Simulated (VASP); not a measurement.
# Ga2O3 (R-3c) in VASP: relaxation of the atoms with PBE

Aim: the relaxation of the atoms of Ga2O3 with PBE.

Everything below comes from runs of VASP 6.6.1. Logs are shortened: lines on timing, memory, paths and dates and some standing lists are left out, and cuts for length are marked.

## 1. The cell of the first run

Symmetry: R-3c, No. 167, trigonal system. The conventional cell has a = 5.058 Å, b = 5.058 Å, c = 13.624 Å, α = 90.00°, β = 90.00°, γ = 120.00°. Ga (site symmetry 3) has 6 O at 1.95 to 2.10 Å within 2.6 Å. O (site symmetry 2) has 4 Ga at 1.95 to 2.10 Å and 8 O at 2.66 to 2.88 Å within 2.9 Å. O (site symmetry 2) has 4 Ga at 1.95 to 2.10 Å and 8 O at 2.66 to 2.88 Å within 2.9 Å.

## 2. Relaxation of the atoms, PBE

INCAR

```
SYSTEM = Ga2O3
  PREC = Accurate
  ENCUT = 520
  EDIFF = 1E-6
  ISMEAR = -1
  SIGMA = 0.01
  LREAL = Auto
  LASPH = .True.
  NELM = 60
  ALGO = Normal
  ISIF = 2
  LWAVE = .False.
  LCHARG = .False.
  GGA = PE
  IBRION = 2
  NSW = 100
  EDIFFG = -0.01
  NCORE = 4
```

KPOINTS

```
Automatic mesh
0
Gamma
  1 1 1
  0.25 0.25 0.25
```

POSCAR

```
Ga2O3
1.0
    2.5289754451      1.4601046709      4.5413080054
   -5.0579508901      2.9202093417      9.0826160107
    0.0000000000     -5.8404185822      9.0826160433
Ga O
16 24
Direct
    0.8558413518      0.4279206759      0.4279206759
    0.6441586482      0.3220793241      0.3220793241
    0.1441586482      0.0720793241      0.0720793241
    0.3558413518      0.1779206759      0.1779206759
    0.8558413518      0.4279206759      0.9279206759
    0.6441586482      0.3220793241      0.8220793241
    0.1441586482      0.0720793241      0.5720793241
    0.3558413518      0.1779206759      0.6779206759
    0.8558413518      0.9279206759      0.4279206759
    0.6441586482      0.8220793241      0.3220793241
    0.1441586482      0.5720793241      0.0720793241
    0.3558413518      0.6779206759      0.1779206759
    0.8558413518      0.9279206759      0.9279206759
    0.6441586482      0.8220793241      0.8220793241
    0.1441586482      0.5720793241      0.5720793241
    0.3558413518      0.6779206759      0.6779206759
    0.7500000000      0.2234501549      0.0265498451
    0.4469003098      0.0265498451      0.3750000000
    0.0530996902      0.3750000000      0.2234501549
    0.2500000000      0.2765498451      0.4734501549
    0.9469003098      0.1250000000      0.2765498451
    0.5530996902      0.4734501549      0.1250000000
    0.7500000000      0.2234501549      0.5265498451
    0.4469003098      0.0265498451      0.8750000000
    0.0530996902      0.3750000000      0.7234501549
    0.2500000000      0.2765498451      0.9734501549
    0.9469003098      0.1250000000      0.7765498451
    0.5530996902      0.4734501549      0.6250000000
    0.7500000000      0.7234501549      0.0265498451
    0.4469003098      0.5265498451      0.3750000000
    0.0530996902      0.8750000000      0.2234501549
    0.2500000000      0.7765498451      0.4734501549
    0.9469003098      0.6250000000      0.2765498451
    0.5530996902      0.9734501549      0.1250000000
    0.7500000000      0.7234501549      0.5265498451
    0.4469003098      0.5265498451      0.8750000000
    0.0530996902      0.8750000000      0.7234501549
    0.2500000000      0.7765498451      0.9734501549
    0.9469003098      0.6250000000      0.7765498451
    0.5530996902      0.9734501549      0.6250000000
```

Potentials or basis: VASP PAW PBE potentials, release 64 (Ga_d, O).

Command:

```console
> cat potpaw_PBE.64/Ga_d/POTCAR potpaw_PBE.64/O/POTCAR > POTCAR
> mpirun -np 4 vasp_std > vasp.out
```

OUTCAR:

```text
SYSTEM = Ga2O3
   PREC = Accurate
   ENCUT = 520
   EDIFF = 1E-6
   ISMEAR = -1
   LREAL = Auto
   LASPH = .True.
   NELM = 60
   ISIF = 2
   GGA = PE
   IBRION = 2
   NSW = 100
   EDIFFG = -0.01

 ion  position               nearest neighbor table
   1  0.856  0.428  0.428-  33 1.95  28 1.95  20 1.95  23 2.10  19 2.10  30 2.10   2 2.88
   2  0.644  0.322  0.322-  21 1.95  22 1.95  20 1.95  30 2.10  23 2.10  19 2.10   1 2.88
   3  0.144  0.072  0.072-  31 1.95  24 1.95  17 1.95  26 2.10  21 2.10  34 2.10   4 2.88
   4  0.356  0.178  0.178-  19 1.95  18 1.95  17 1.95  34 2.10  26 2.10  21 2.10   3 2.88
   5  0.856  0.428  0.928-  39 1.95  22 1.95  26 1.95  17 2.10  25 2.10  36 2.10   6 2.88
   6  0.644  0.322  0.822-  27 1.95  28 1.95  26 1.95  36 2.10  17 2.10  25 2.10   5 2.88
[... 8 lines left out ...]
  15  0.144  0.572  0.572-  25 1.95  30 1.95  35 1.95  32 2.10  39 2.10  28 2.10  16 2.88
  16  0.356  0.678  0.678-  37 1.95  36 1.95  35 1.95  28 2.10  32 2.10  39 2.10  15 2.88
  17  0.750  0.223  0.027-   3 1.95   4 1.95   5 2.10   6 2.10
[... 21 lines left out ...]
  39  0.947  0.625  0.777-   5 1.95  14 1.95  15 2.10  16 2.10
  40  0.553  0.973  0.625-  14 1.95   9 1.95   8 2.10   7 2.10

  LATTYP: Found a base centered monoclinic cell.
 ALAT       =    14.7964817519
 B/A-ratio  =     0.6836693986
 C/A-ratio  =     0.3648959281
 COS(beta)  =    -0.0893300005

  Lattice vectors:

 A1 = (   7.5869263352,  -1.4601046708,  -4.5413080053)
 A2 = (   2.5289754451,   7.3005232531,  -4.5413080379)
 A3 = (   2.5289754451,   1.4601046709,   4.5413080054)

Analysis of symmetry for initial positions (statically):
=====================================================================
 Subroutine PRICEL returns following result:

  LATTYP: Found a trigonal (rhomboedric) cell.
 ALAT       =     5.3991759418
 COS(alpha) =     0.5612023824

  Lattice vectors:

 A1 = (   2.5289754451,   1.4601046709,   4.5413080054)
 A2 = (  -2.5289754450,   1.4601046709,   4.5413080054)
 A3 = (   0.0000000000,  -2.9202092911,   4.5413080216)

   4 primitive cells build up your supercell.

 Routine SETGRP: Setting up the symmetry group for a
 base centered monoclinic supercell.

[... 188 lines left out ...]
      direct lattice vectors                 reciprocal lattice vectors
     2.528975445  1.460104671  4.541308005     0.197708523  0.114147069  0.073400291
    -5.057950890  2.920209342  9.082616011    -0.098854262  0.057073535  0.036700146
     0.000000000 -5.840418582  9.082616043     0.000000000 -0.114147069  0.036700146

 POSITION                                       TOTAL-FORCE (eV/Angst)
 -----------------------------------------------------------------------------------
      0.00000      0.00000     11.65992        -0.000980      0.001669      0.008340
      0.00000      0.00000      8.77597        -0.000955      0.001683     -0.008340
      0.00000      0.00000      1.96401         0.000980     -0.001669     -0.008340
      0.00000      0.00000      4.84796         0.000955     -0.001683      0.008340
      0.00000     -2.92021     16.20123        -0.000980      0.001669      0.008340
      0.00000     -2.92021     13.31728        -0.000955      0.001683     -0.008340
[... 32 lines left out ...]
     -0.76653     -1.32767     17.02991        -0.004253     -0.000210     -0.003108
     -3.52489      0.00000     17.02991         0.002308      0.003578      0.003108
 -----------------------------------------------------------------------------------
    total drift:                                0.000000      0.000000      0.000000

  FREE ENERGIE OF THE ION-ELECTRON SYSTEM (eV)
  ---------------------------------------------------
  free  energy   TOTEN  =      -237.4085583533 eV

  energy  without entropy=     -237.4085583533  energy(sigma->0) =     -237.40855835

--------------------------------------- Ionic step        2  -------------------------------------------

 number of electron     352.0000011 magnetization

 Free energy of the ion-electron system (eV)
  ---------------------------------------------------
  ext. energy  EPLUGINS =         0.00000000
  ---------------------------------------------------
  free energy    TOTEN  =      -237.40868852 eV

  energy without entropy =     -237.40868852  energy(sigma->0) =     -237.40868852

 E-fermi :   4.3020     XC(G=0): -11.9603

 val. band max:        4.0148468521   @ k =   0.2500   0.2500   0.2500
 cond. band min:       7.5945327566   @ k =   0.2500   0.2500   0.2500
 fundamental gap:      3.5796859044
 Fermi energy:         4.3020437556

 k-point     1 :       0.2500    0.2500    0.2500
  band No.  band energies     occupation
      1     -14.4145      2.00000
      2     -13.6057      2.00000
      3     -13.6057      2.00000
      4     -13.6000      2.00000
      5     -13.5614      2.00000
      6     -13.5614      2.00000
[... 180 lines left out ...]
    187      10.7793      0.00000
    188      10.8545      0.00000
 [bands above 188 left out]

------------------------ aborting loop because EDIFF is reached ----------------------------------------

  FORCE on cell =-STRESS in cart. coord.  units (eV):
  Direction    XX          YY          ZZ          XY          YZ          ZX
  --------------------------------------------------------------------------------------
  -------------------------------------------------------------------------------------
  Total        2.3141775      2.5892468      1.6803984     -0.2382170     -0.2175099     -0.3767385
  in kB        9.2126900     10.3077348      6.6896293     -0.9483367     -0.8659023     -1.4997877
  external PRESSURE =       8.7366847 kB  Pullay stress =       0.0000000 kB

 VOLUME and BASIS-vectors are now :
 -----------------------------------------------------------------------------
  energy-cutoff  :      520.00
  volume of cell :      402.46
      direct lattice vectors                 reciprocal lattice vectors
     2.528975445  1.460104671  4.541308005     0.197708523  0.114147069  0.073400291
    -5.057950890  2.920209342  9.082616011    -0.098854262  0.057073535  0.036700146
     0.000000000 -5.840418582  9.082616043     0.000000000 -0.114147069  0.036700146

 POSITION                                       TOTAL-FORCE (eV/Angst)
 -----------------------------------------------------------------------------------
     -0.00005      0.00008     11.66032         0.002437      0.000026      0.004055
     -0.00005      0.00008      8.77557        -0.001241     -0.002097     -0.004055
      0.00005     -0.00008      1.96360        -0.002437     -0.000026     -0.004055
      0.00005     -0.00008      4.84836         0.001241      0.002097      0.004055
     -0.00005     -2.92013     16.20163         0.002437      0.000026      0.004055
     -0.00005     -2.92013     13.31687        -0.001241     -0.002097     -0.004055
[... 32 lines left out ...]
     -0.76674     -1.32768     17.02976        -0.000710     -0.000265     -0.004317
     -3.52478      0.00017     17.03005         0.000585      0.000482      0.004317
 -----------------------------------------------------------------------------------
    total drift:                                0.000000      0.000000      0.000000

  FREE ENERGIE OF THE ION-ELECTRON SYSTEM (eV)
  ---------------------------------------------------
  free  energy   TOTEN  =      -237.4086885214 eV

  energy  without entropy=     -237.4086885214  energy(sigma->0) =     -237.40868852

 reached required accuracy - stopping structural energy minimisation
```

Wall time 4.7 min (4 MPI ranks of AMD EPYC, shared host); peak memory 0.23 GiB.

What came out:

- Free energy: -237.4087 eV
- Energy gained by relaxing: 0.0 meV/atom
- Ionic steps: 2
- Pressure after relaxing: 0.9 GPa
- Largest force after relaxing: 0.008 eV/Å
- Band gap on the k mesh: 3.58 eV

Forces in eV/Å, atoms in the order of the input:
```
Ga   0.002  0.000  0.004
Ga  -0.001 -0.002 -0.004
Ga  -0.002  0.000 -0.004
Ga   0.001  0.002  0.004
Ga   0.002  0.000  0.004
Ga  -0.001 -0.002 -0.004
Ga  -0.002  0.000 -0.004
Ga   0.001  0.002  0.004
Ga   0.002  0.000  0.004
Ga  -0.001 -0.002 -0.004
Ga  -0.002  0.000 -0.004
Ga   0.001  0.002  0.004
Ga   0.002  0.000  0.004
Ga  -0.001 -0.002 -0.004
Ga  -0.002  0.000 -0.004
Ga   0.001  0.002  0.004
O   -0.004  0.007  0.000
O   -0.001  0.000 -0.004
O    0.001  0.000  0.004
O    0.004 -0.007  0.000
O   -0.001  0.000 -0.004
O    0.001  0.000  0.004
O   -0.004  0.007  0.000
O   -0.001  0.000 -0.004
O    0.001  0.000  0.004
O    0.004 -0.007  0.000
O   -0.001  0.000 -0.004
O    0.001  0.000  0.004
O   -0.004  0.007  0.000
O   -0.001  0.000 -0.004
O    0.001  0.000  0.004
O    0.004 -0.007  0.000
O   -0.001  0.000 -0.004
O    0.001  0.000  0.004
O   -0.004  0.007  0.000
O   -0.001  0.000 -0.004
O    0.001  0.000  0.004
O    0.004 -0.007  0.000
O   -0.001  0.000 -0.004
O    0.001  0.000  0.004
```

Stress tensor (GPa, compression positive):
```
 0.92 -0.09 -0.15
-0.09  1.03 -0.09
-0.15 -0.09  0.67
```

Step by step:
| step | energy change (eV) | largest force (eV/Å) | pressure (GPa) |
| --- | --- | --- | --- |
| 1 | 0.0000 | 0.0156 | 0.94 |
| 2 | -0.0001 | 0.0077 | 0.87 |

Final structure:
```cif
data_structure
_symmetry_space_group_name_H-M 'P 1'
_symmetry_Int_Tables_number 1
_cell_length_a 5.3992
_cell_length_b 10.7984
_cell_length_c 10.7984
_cell_angle_alpha 55.861
_cell_angle_beta 55.861
_cell_angle_gamma 55.861
_cell_volume 402.46
loop_
_atom_site_label
_atom_site_type_symbol
_atom_site_fract_x
_atom_site_fract_y
_atom_site_fract_z
_atom_site_occupancy
Ga1 Ga 0.85587 0.42794 0.42793 1
Ga2 Ga 0.64413 0.32207 0.32206 1
Ga3 Ga 0.14413 0.07206 0.07207 1
Ga4 Ga 0.35587 0.17793 0.17794 1
Ga5 Ga 0.85587 0.42794 0.92793 1
Ga6 Ga 0.64413 0.32207 0.82206 1
Ga7 Ga 0.14413 0.07206 0.57207 1
Ga8 Ga 0.35587 0.17793 0.67794 1
Ga9 Ga 0.85587 0.92794 0.42793 1
Ga10 Ga 0.64413 0.82207 0.32206 1
Ga11 Ga 0.14413 0.57206 0.07207 1
Ga12 Ga 0.35587 0.67793 0.17794 1
Ga13 Ga 0.85587 0.92794 0.92793 1
Ga14 Ga 0.64413 0.82207 0.82206 1
Ga15 Ga 0.14413 0.57206 0.57207 1
Ga16 Ga 0.35587 0.67793 0.67794 1
O1 O 0.75000 0.22352 0.02648 1
O2 O 0.44685 0.02655 0.37501 1
O3 O 0.05315 0.37499 0.22345 1
O4 O 0.25000 0.27648 0.47352 1
O5 O 0.94685 0.12501 0.27655 1
O6 O 0.55315 0.47345 0.12499 1
O7 O 0.75000 0.22352 0.52648 1
O8 O 0.44685 0.02655 0.87501 1
O9 O 0.05315 0.37499 0.72345 1
O10 O 0.25000 0.27648 0.97352 1
O11 O 0.94685 0.12501 0.77655 1
O12 O 0.55315 0.47345 0.62499 1
O13 O 0.75000 0.72352 0.02648 1
O14 O 0.44685 0.52655 0.37501 1
O15 O 0.05315 0.87499 0.22345 1
O16 O 0.25000 0.77648 0.47352 1
O17 O 0.94685 0.62501 0.27655 1
O18 O 0.55315 0.97345 0.12499 1
O19 O 0.75000 0.72352 0.52648 1
O20 O 0.44685 0.52655 0.87501 1
O21 O 0.05315 0.87499 0.72345 1
O22 O 0.25000 0.77648 0.97352 1
O23 O 0.94685 0.62501 0.77655 1
O24 O 0.55315 0.97345 0.62499 1
```

Caveat: the k points lie up to 1.17 Å⁻¹ apart, too coarse for converged energies, forces and pressures; a shifted mesh leaves out Γ, where band edges can lie. A k mesh can miss the band edges.
